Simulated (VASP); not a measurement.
**TiO2: single point with PBE+U**

The system is TiO2.

```
CELL_PARAMETERS angstrom
4.59220 0.00000 0.00000
0.00000 4.59220 0.00000
0.00000 0.00000 2.95740
ATOMIC_POSITIONS crystal
Ti 0.00000 0.00000 0.00000
Ti 0.50000 0.50000 0.50000
O 0.30496 0.30496 0.00000
O 0.19504 0.80496 0.50000
O 0.69504 0.69504 0.00000
O 0.80496 0.19504 0.50000
```

```yaml
Program: VASP 6.6.1
Task: single point
Functional: PBE
Potentials_or_basis: VASP PAW PBE potentials, release 64 (Ti_sv, O)
Cutoff: 520 eV
k_mesh: 4 × 4 × 6
Occupations: gaussian, width 0.1 eV
Spin: collinear spin
Starting_moments: "[1.0, 1.0, 0.0, 0.0, 0.0, 0.0] μB"
Hubbard_terms: Ti d U = 4.0 eV
Dipole_correction: no
Further_INCAR_settings: ALGO = Normal; EDIFF = 1e-06; NBANDS = 37
```

| Quantity | Value |
| --- | --- |
| Pressure | 13.6 GPa |
| Largest force | 0.252 eV/Å |
| Band gap on the k mesh | 2.39 eV |
| Net moment | 0.00 μB per cell |
| Valence electrons inside the program's atomic spheres | Ti 10.13; O 5.11 |

Forces in eV/Å, atoms in the order of the input:
```
Ti   0.000  0.000  0.000
Ti   0.000  0.000  0.000
O   -0.178 -0.178  0.000
O    0.178 -0.178  0.000
O    0.178  0.178  0.000
O   -0.178  0.178  0.000
```

Stress tensor (GPa, compression positive):
```
11.96  0.00  0.00
 0.00 11.96  0.00
 0.00  0.00 16.76
```

Levels at points of the mesh, in eV from the valence-band top:
Spin up:
```tsv
k point	band 20	band 21	band 22	band 23	band 24	band 25	band 26	band 27	band 28	band 29
(0.00, 0.00, 0.00)	-2.12	-0.81	-0.52	-0.52	0.00	2.39	2.61	2.97	3.03	3.03
(0.50, 0.00, 0.00)	-3.12	-1.70	-1.70	-0.78	-0.78	3.02	3.02	3.56	3.56	4.05
(0.50, 0.50, 0.00)	-2.09	-1.43	-1.43	-1.16	-1.16	2.39	2.39	3.05	3.05	4.29
(0.00, 0.00, 0.50)	-2.84	-2.35	-2.35	-1.49	-1.49	3.46	3.46	3.75	3.75	4.11
(0.50, 0.00, 0.50)	-2.54	-2.01	-2.01	-1.09	-1.09	2.44	2.44	3.80	3.80	4.33
(0.50, 0.50, 0.50)	-2.81	-1.26	-1.26	-0.73	-0.73	3.09	3.09	3.68	3.68	3.83
```
Spin down:
| k point | band 21 | band 22 | band 23 | band 24 | band 25 | band 26 | band 27 | band 28 |
| --- | --- | --- | --- | --- | --- | --- | --- | --- |
| (0.00, 0.00, 0.00) | -0.81 | -0.52 | -0.52 | 0.00 | 2.39 | 2.61 | 2.97 | 3.03 |
| (0.50, 0.00, 0.00) | -1.70 | -1.70 | -0.78 | -0.78 | 3.02 | 3.02 | 3.56 | 3.56 |
| (0.50, 0.50, 0.00) | -1.43 | -1.43 | -1.16 | -1.16 | 2.39 | 2.39 | 3.05 | 3.05 |
| (0.00, 0.00, 0.50) | -2.35 | -2.35 | -1.49 | -1.49 | 3.46 | 3.46 | 3.75 | 3.75 |
| (0.50, 0.00, 0.50) | -2.01 | -2.01 | -1.09 | -1.09 | 2.44 | 2.44 | 3.80 | 3.80 |
| (0.50, 0.50, 0.50) | -1.26 | -1.26 | -0.73 | -0.73 | 3.09 | 3.09 | 3.68 | 3.68 |

Eigenvalues of the final occupation matrices:
```csv
site,spin,trace,eigenvalues
site 1 d,1,0.80,0.08 0.10 0.10 0.25 0.27
site 1 d,2,0.80,0.08 0.10 0.10 0.25 0.27
site 2 d,1,0.80,0.08 0.10 0.10 0.25 0.27
site 2 d,2,0.80,0.08 0.10 0.10 0.25 0.27
```

Wall time 2.8 min on 1 thread of Intel Xeon 8259CL, with other jobs on the host, peak memory 0.24 GiB.

Caveat: the cell stands under pressure. A k mesh can miss the band edges.
